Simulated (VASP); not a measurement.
# Ca (Immm) in VASP: notebook

Aim: see how the results for Ca move with the level of theory and the settings. Levels: PBE, PBEsol+D3(BJ). Tasks: single point, relaxation of cell and atoms.

All numbers are computed with VASP 6.6.1; they aren't measurements. Logs are shortened: lines on timing, memory, paths and dates and some standing lists are left out, and cuts for length are marked.

## (1) The cell of the first run

It takes space group Immm (No. 71, orthorhombic). Conventional cell: a = 4.193 Å, b = 4.203 Å, c = 4.891 Å, α = 90.00°, β = 90.00°, γ = 90.00°. Ca (site symmetry mmm) has 14 Ca at 3.85 to 4.89 Å within 5.0 Å.

## (2) Single point, PBE

The input, INCAR:

```
SYSTEM = Ca
PREC = Accurate
ENCUT = 520
EDIFF = 1E-6
ISMEAR = -1
SIGMA = 0.05
LREAL = .False.
LASPH = .True.
NELM = 80
ALGO = Normal
ISIF = 2
LWAVE = .False.
LCHARG = .False.
GGA = PE
NBANDS = 11
```

The input, KPOINTS:

```
regular mesh
0
Gamma
  9 9 9
  0 0 0
```

The input, POSCAR:

```
Ca
1.0
   -2.0964874600      2.1017318100      2.4453524600
    2.0964874600     -2.1017318100      2.4453524600
    2.0964874600      2.1017318100     -2.4453524600
Ca
1
Direct
    0.5000000000      0.5000000000      0.0000000000
```

Potentials or basis: VASP PAW PBE potentials, release 64 (Ca_sv).

Started as:

```bash
$ cat potpaw_PBE.64/Ca_sv/POTCAR > POTCAR
$ mpirun -np 1 vasp_std > vasp.out
```

OUTCAR:

```text
SYSTEM = Ca
   PREC = Accurate
   ENCUT = 520
   EDIFF = 1E-6
   ISMEAR = -1
   LREAL = .False.
   LASPH = .True.
   NELM = 80
   ISIF = 2
   GGA = PE

 ion  position               nearest neighbor table
   1  0.500  0.500  0.000-

  LATTYP: Found a body centered orthorhombic cell.
 ALAT       =     4.1929749200
 B/A-ratio  =     1.0025014936
 C/A-ratio  =     1.1664045250

  Lattice vectors:

 A1 = (  -2.0964874600,   2.1017318100,   2.4453524600)
 A2 = (   2.0964874600,  -2.1017318100,   2.4453524600)
 A3 = (   2.0964874600,   2.1017318100,  -2.4453524600)

Analysis of symmetry for initial positions (statically):
=====================================================================
 Subroutine PRICEL returns:
 Original cell was already a primitive cell.

 Routine SETGRP: Setting up the symmetry group for a
 body centered orthorhombic supercell.

 Subroutine GETGRP returns: Found  8 space group operations
 (whereof  8 operations were pure point group operations)
 out of a pool of  8 trial point group operations.

The static configuration has the point symmetry D_2h.

Analysis of symmetry for dynamics (positions and initial velocities):
=====================================================================
 Subroutine PRICEL returns:
 Original cell was already a primitive cell.

 Routine SETGRP: Setting up the symmetry group for a
 body centered orthorhombic supercell.

 Subroutine GETGRP returns: Found  8 space group operations
 (whereof  8 operations were pure point group operations)
 out of a pool of  8 trial point group operations.

The dynamic configuration has the point symmetry D_2h.

 Subroutine INISYM returns: Found  8 space group operations
 (whereof  8 operations are pure point group operations),
 and found     1 'primitive' translations

----------------------------------------------------------------------------------------

                                     Primitive cell

  volume of cell :      43.0994

  direct lattice vectors                    reciprocal lattice vectors
    -2.096487460  2.101731810  2.445352460     0.000000000  0.237899050  0.204469502
     2.096487460 -2.101731810  2.445352460     0.238494153  0.000000000  0.204469502
     2.096487460  2.101731810 -2.445352460     0.238494153  0.237899050  0.000000000

  length of vectors
     3.846073962  3.846073962  3.846073962     0.313693696  0.314145250  0.336861127

  position of ions in fractional coordinates (direct lattice)
     0.500000000  0.500000000  0.000000000

  ion indices of the primitive-cell ions
   primitive index   ion index
                 1           1

----------------------------------------------------------------------------------------

 KPOINTS: regular mesh

Automatic generation of k-mesh.
 Grid dimensions read from file:
 generate k-points for:    9    9    9

 Generating k-lattice:

  Cartesian coordinates                     Fractional coordinates (reciprocal lattice)
     0.000000000  0.026433228  0.022718834     0.111111111 -0.000000000  0.000000000
     0.026499350  0.000000000  0.022718834     0.000000000  0.111111111  0.000000000
     0.026499350  0.026433228  0.000000000     0.000000000 -0.000000000  0.111111111

  Length of vectors
     0.034854855  0.034905028  0.037429014

  Shift w.r.t. Gamma in fractional coordinates (k-lattice)
     0.000000000  0.000000000  0.000000000

 Subroutine IBZKPT returns following result:
 ===========================================

 Found    125 irreducible k-points:

 Following reciprocal coordinates:
            Coordinates               Weight
  0.000000  0.000000  0.000000      1.000000
  0.111111 -0.000000  0.000000      4.000000
  0.222222 -0.000000  0.000000      4.000000
  0.333333 -0.000000  0.000000      4.000000
  0.444444 -0.000000  0.000000      4.000000
  0.000000  0.111111  0.000000      4.000000
[... 16 lines left out ...]
 -0.111111  0.222222  0.000000      8.000000
  0.000000  0.333333  0.000000      4.000000
 [... further k-points ...]
   k-points           NKPTS =    125   k-points in BZ     NKDIM =    125   number of bands    NBANDS=     11
   number of dos      NEDOS =    301   number of ions     NIONS =      1
   total plane-waves  NPLWV =  27000
   dimension x,y,z NGX =    30 NGY =   30 NGZ =   30
   dimension x,y,z NGXF=    60 NGYF=   60 NGZF=   60
   ions per type =               1
   NGX,Y,Z   is equivalent  to a cutoff of  12.97, 12.97, 12.97 a.u.
   NGXF,Y,Z  is equivalent  to a cutoff of  25.93, 25.93, 25.93 a.u.
 SYSTEM =  Ca
   PREC   = accura    normal or accurate (medium, high low for compatibility)
   ISTART =      0    job   : 0-new  1-cont  2-samecut
   ICHARG =      2    charge: 1-file 2-atom 10-const
   ISPIN  =      1    spin polarized calculation?
   LNONCOLLINEAR =      F non collinear calculations
   LSORBIT =      F    spin-orbit coupling
   LASPH  =      T    aspherical Exc in radial PAW
   ENCUT  =  520.0 eV  38.22 Ry    6.18 a.u.   7.15  7.15  7.15*2*pi/ulx,y,z
   NELM   =     80;   NELMIN=  2; NELMDL= -5     # of ELM steps
   EDIFF  = 0.1E-05   stopping-criterion for ELM
   LREAL  =      F    real-space projection
   EDIFFG = 0.1E-04   stopping-criterion for IOM
   NSW    =      0    number of steps for IOM
   IBRION =     -1    ionic relax: 0-MD 1-quasi-New 2-CG
   NFREE  =      0    steps in history (QN), initial steepest desc. (CG)
   ISIF   =      2    stress and relaxation
   ISYM   =      2    0-nonsym 1-usesym 2-fastsym
   POTIM  = 0.5000    time-step for ionic-motion
   TEBEG  =    0.0;   TEEND  =   0.0 temperature during run
   PSTRESS=    0.0 pullay stress
   NELECT =      10.0000    total number of electrons
   NUPDOWN=      -1.0000    fix difference up-down
   EMIN   =  10.00;   EMAX   =-10.00  energy-range for DOS
   EFERMI =   0.00;   METHOD = LEGACY
   ISMEAR =    -1;   SIGMA  =   0.05  broadening in eV -4-tet -1-fermi 0-gaus
   EFERMI_NEDOS =   21; number of points for ismear=-14 and -15
   IALGO  =     38    algorithm
   IMIX   =      4    mixing-type and parameters
     AMIX     =   0.40;   BMIX     =  1.00
     AMIX_MAG =   1.60;   BMIX_MAG =  1.00
  volume/ion in A,a.u.               =      43.10       290.85
  Fermi-wavevector in a.u.,A,eV,Ry     =   1.005969  1.901005 13.768730  1.011973
  Thomas-Fermi vector in A             =   2.138682
   LORBIT       =      0    0 simple, 1 ext, 2 COOP (PROOUT), +10 PAW based schemes
   GGA     = PE    functional components
   LHFCALC =     F    Hartree Fock is set to
   AEXX    =    0.0000 exact exchange contribution
   IVDW    =     0    specifies the selected vdW correction
   LEPSILON=     F    determine dielectric tensor
   LRPA    =     F    only Hartree local field effects (RPA)
 non-spin polarized calculation
  energy-cutoff  :      520.00
  volume of cell :       43.10
 maximum number of plane-waves:      1177
 NGX is ok and might be reduce to    30
   NGX = 15   NGY = 15   NGZ = 15

 number of electron      10.0000000 magnetization

 Free energy of the ion-electron system (eV)
  ---------------------------------------------------
  ext. energy  EPLUGINS =         0.00000000
  ---------------------------------------------------
  free energy    TOTEN  =        -1.92157084 eV

  energy without entropy =       -1.90826895  energy(sigma->0) =       -1.91491990

 E-fermi :   1.9102     XC(G=0):  -7.6700

 val. band max:        1.9030333910   @ k =  -0.4444  -0.2222   0.1111
 cond. band min:       1.9125662190   @ k =  -0.2222  -0.4444   0.1111
 fundamental gap:      0.0095328280
 Fermi energy:         1.9102436796

 k-point     1 :       0.0000    0.0000    0.0000
  band No.  band energies     occupation
      1     -40.1886      2.00000
      2     -21.1111      2.00000
      3     -21.1106      2.00000
      4     -21.0995      2.00000
      5      -2.1071      2.00000
      6       4.0536      0.00000
      7       4.0670      0.00000
      8       4.6484      0.00000
      9       4.7681      0.00000
     10       5.4737      0.00000
     11      11.2470      0.00000

 k-point     2 :       0.1111   -0.0000    0.0000
  band No.  band energies     occupation
      1     -40.1871      2.00000
      2     -21.1228      2.00000
      3     -21.1152      2.00000
      4     -21.1031      2.00000
      5      -1.8972      2.00000
      6       3.9520      0.00000
      7       4.0965      0.00000
      8       4.6592      0.00000
      9       4.7107      0.00000
     10       5.4023      0.00000
     11      11.2655      0.00000

 k-point     3 :       0.2222   -0.0000    0.0000
  band No.  band energies     occupation
      1     -40.1832      2.00000
      2     -21.1606      2.00000
      3     -21.1255      2.00000
      4     -21.1047      2.00000
      5      -1.2928      2.00000
      6       3.4999      0.00000
      7       3.9775      0.00000
      8       4.7358      0.00000
      9       4.9482      0.00000
     10       5.3220      0.00000
     11       9.7114      0.00000

 k-point     4 :       0.3333   -0.0000    0.0000
  band No.  band energies     occupation
      1     -40.1789      2.00000
      2     -21.2042      2.00000
      3     -21.1373      2.00000
      4     -21.1055      2.00000
      5      -0.3764      2.00000
      6       2.8035      0.00000
      7       3.7493      0.00000
      8       4.7459      0.00000
      9       5.4249      0.00000
     10       5.5201      0.00000
     11       8.1041      0.00000
[... 239 lines left out ...]
 k-point    22 :      -0.2222    0.2222   -0.0000
  band No.  band energies     occupation
      1     -40.1826      2.00000
      2     -21.1630      2.00000
      3     -21.1210      2.00000
      4     -21.1165      2.00000
      5      -1.1705      2.00000
      6       3.4483      0.00000
      7       3.9195      0.00000
      8       4.6820      0.00000
      9       5.0102      0.00000
     10       5.3991      0.00000
     11      10.8125      0.00000

 k-point    23 :      -0.1111    0.2222    0.0000
  band No.  band energies     occupation
      1     -40.1841      2.00000
      2     -21.1510      2.00000
      3     -21.1191      2.00000
      4     -21.1107      2.00000
      5      -1.4262      2.00000
      6       3.6084      0.00000
      7       4.0694      0.00000
      8       4.6339      0.00000
      9       4.8425      0.00000
     10       5.3778      0.00000
     11      10.5884      0.00000

 k-point    24 :       0.0000    0.3333    0.0000
  band No.  band energies     occupation
      1     -40.1789      2.00000
      2     -21.2046      2.00000
      3     -21.1370      2.00000
      4     -21.1059      2.00000
      5      -0.3715      2.00000
      6       2.8105      0.00000
      7       3.7358      0.00000
      8       4.7561      0.00000
      9       5.4281      0.00000
     10       5.5161      0.00000
     11       8.1170      0.00000

 [... further k-points ...]

------------------------ aborting loop because EDIFF is reached ----------------------------------------

  FORCE on cell =-STRESS in cart. coord.  units (eV):
  Direction    XX          YY          ZZ          XY          YZ          ZX
  --------------------------------------------------------------------------------------
  -------------------------------------------------------------------------------------
  Total       -0.1205731     -0.1269276     -0.0523455     -0.0000000      0.0000000      0.0000000
  in kB       -4.4821866     -4.7184103     -1.9458924     -0.0000000      0.0000000      0.0000000
  external PRESSURE =      -3.7154964 kB  Pullay stress =       0.0000000 kB

 VOLUME and BASIS-vectors are now :
 -----------------------------------------------------------------------------
  energy-cutoff  :      520.00
  volume of cell :       43.10
      direct lattice vectors                 reciprocal lattice vectors
    -2.096487460  2.101731810  2.445352460     0.000000000  0.237899050  0.204469502
     2.096487460 -2.101731810  2.445352460     0.238494153  0.000000000  0.204469502
     2.096487460  2.101731810 -2.445352460     0.238494153  0.237899050  0.000000000

 POSITION                                       TOTAL-FORCE (eV/Angst)
 -----------------------------------------------------------------------------------
      0.00000      0.00000      2.44535         0.000000      0.000000     -0.000000
 -----------------------------------------------------------------------------------
    total drift:                                0.000000     -0.000000      0.000000

  FREE ENERGIE OF THE ION-ELECTRON SYSTEM (eV)
  ---------------------------------------------------
  free  energy   TOTEN  =        -1.9215708445 eV

  energy  without entropy=       -1.9082689538  energy(sigma->0) =       -1.91491990
```

Run time: 43 s. Hardware: 1 thread of Intel Xeon Platinum 8259CL at 2.50GHz (Skylake/Cascade Lake), shared host; peak memory 0.2 GiB.

What came out:

| Item | Value |
| --- | --- |
| Free energy | -1.9216 eV |
| Pressure | -0.4 GPa |
| Band gap on the k mesh | zero (bands 5 and 6 overlap by 0.27 eV) |

## (3) Single point, PBEsol+D3(BJ)

The input, INCAR:

```
ALGO = Normal
EDIFF = 1E-6
ENCUT = 520
GGA = PS
ISIF = 2
ISMEAR = -1
IVDW = 12
LASPH = T
LCHARG = F
LREAL = F
LWAVE = F
NBANDS = 11
NELM = 100
PREC = Accurate
SIGMA = 0.05
```

The input, KPOINTS:

```
k-points
0
Gamma
  9 9 9
```

POSCAR is that of step 2.

Potentials or basis: VASP PAW PBE potentials, release 64 (Ca_sv).

Started as:

```bash
$ cat potpaw_PBE.64/Ca_sv/POTCAR > POTCAR
$ mpirun -np 1 vasp_std > vasp.out
```

It took 64 s on 1 thread of Intel Xeon Platinum 8259CL at 2.50GHz (Skylake/Cascade Lake), shared host; peak memory 0.21 GiB.

Results (log left out):

```yaml
Free_energy: -2.3524 eV
Pressure: -1.9 GPa
Band_gap_on_the_k_mesh: zero (bands 5 and 6 overlap by 0.27 eV)
Dispersion_energy_per_atom: -0.234 eV
```

Stress tensor (GPa, compression positive):
```
-1.99  0.00  0.00
 0.00 -2.01  0.00
 0.00  0.00 -1.72
```

Levels at points of the mesh, in eV from the Fermi level:
```tsv
k point	band 3	band 4	band 5	band 6	band 7	band 8
(0.00, 0.00, 0.00)	-22.92	-22.91	-4.02	2.13	2.15	2.73
```

Caveat: three body term missing; the PAW data sets were made with another functional, which shifts forces and pressure a little.

## (4) Relaxation of cell and atoms, PBEsol+D3(BJ)

The input, INCAR:

```
ALGO     = Normal         # electronic algorithm
EDIFF    = 1E-7           # SCF threshold, eV
EDIFFG   = -0.01          # ionic threshold
ENCUT    = 600            # plane-wave cutoff, eV
GGA      = PS             # functional
IBRION   = 2              # ionic algorithm
ISIF     = 3              # what is computed and relaxed
ISMEAR   = -1             # smearing method
IVDW     = 12             # dispersion correction
LASPH    = T              # aspherical terms in the spheres
LCHARG   = F              # write CHGCAR
LREAL    = F              # projectors in reciprocal space
LWAVE    = F              # write WAVECAR
NELM     = 100            # most SCF steps
NSW      = 60             # ionic steps
PREC     = Accurate       # precision mode
SIGMA    = 0.05           # smearing width, eV
```

KPOINTS is that of step 3.

POSCAR is that of step 3.

Started as:

```bash
$ cat potpaw_PBE.64/Ca_sv/POTCAR > POTCAR
$ mpirun -np 1 vasp_std > vasp.out
```

Run time: 9.7 min. Hardware: 1 thread of Intel Xeon Platinum 8259CL at 2.50GHz (Skylake/Cascade Lake), shared host; peak memory 0.25 GiB.

The run converged. Its results:

- Free energy: -2.3931 eV
- Relaxed volume: 38.29 Å³/atom
- Relaxed cell: a = 3.782 Å, b = 3.782 Å, c = 3.782 Å, α = 119.98°, β = 119.93°, γ = 90.08°
- Space group after relaxing (to 0.1 Å): Fm-3m (No. 225)
- Energy gained by relaxing: 40.5 meV/atom
- Ionic steps: 17
- Pressure after relaxing: 0.0 GPa
- Band gap on the k mesh: zero (bands 5 and 6 overlap by 0.02 eV)
- Dispersion energy per atom: -0.265 eV

Step by step:
| step | energy change (eV) | largest force (eV/Å) | pressure (GPa) | volume (Å³) |
| --- | --- | --- | --- | --- |
| 1 | 0.0000 | 0.0000 | -1.89 | 43.10 |
| 2 | -0.0268 | 0.0000 | -0.81 | 40.01 |
| 3 | -0.0315 | 0.0000 | -0.08 | 38.37 |
| 4 | -0.0316 | 0.0000 | 0.01 | 38.19 |
| 5 | -0.0317 | 0.0000 | 0.02 | 38.19 |
| 6 | -0.0323 | 0.0000 | 0.02 | 38.19 |
| 7 | -0.0336 | 0.0000 | 0.03 | 38.18 |
| 8 | -0.0366 | 0.0000 | 0.06 | 38.12 |
| 9 | -0.0400 | 0.0000 | 0.21 | 37.87 |
| 10 | -0.0400 | 0.0000 | 0.25 | 37.79 |
| 11 | -0.0402 | 0.0000 | 0.13 | 38.03 |
| 12 | -0.0403 | 0.0000 | 0.04 | 38.20 |
| 13 | -0.0403 | 0.0000 | 0.06 | 38.16 |
| 14 | -0.0404 | 0.0000 | 0.06 | 38.18 |
| 15 | -0.0405 | 0.0000 | 0.02 | 38.25 |
| 16 | -0.0404 | 0.0000 | -0.05 | 38.38 |
| 17 | -0.0405 | 0.0000 | 0.00 | 38.29 |

Final structure:
```
Ca
1.0
    -1.89186    1.89312    2.67283
     1.89186   -1.89312    2.67283
     1.89186    1.89312   -2.67283
Ca
1
Direct
  0.50000 0.50000 0.00000
```

Levels at points of the mesh, in eV from the Fermi level:
| k point | band 3 | band 4 | band 5 | band 6 | band 7 | band 8 |
| --- | --- | --- | --- | --- | --- | --- |
| (0.00, 0.00, 0.00) | -22.58 | -22.58 | -4.20 | 2.46 | 2.46 | 2.46 |

Caveat: the PAW data sets were made with another functional, which shifts forces and pressure a little.

## (5) The runs side by side

```tsv
task	level	cell	cutoff (eV)	gap on the mesh (eV)	pressure (GPa)
single point	PBE	as given	520	none	-0.4
single point	PBEsol+D3(BJ)	as given	520	none	-1.9
relaxation of cell and atoms	PBEsol+D3(BJ)	relaxed	600	none	0.0
```

Alike in all rows: potentials or basis VASP PAW PBE potentials, release 64 (Ca_sv); no spin polarisation; k mesh 9 × 9 × 9; smearing fermi-dirac 0.05 eV.

Caveats: the PAW data sets were made with another functional, which shifts forces and pressure a little (at least some runs); three body term missing (at least some runs).

Total energies depend on the potentials used, so only differences within one code and one set of settings carry meaning.
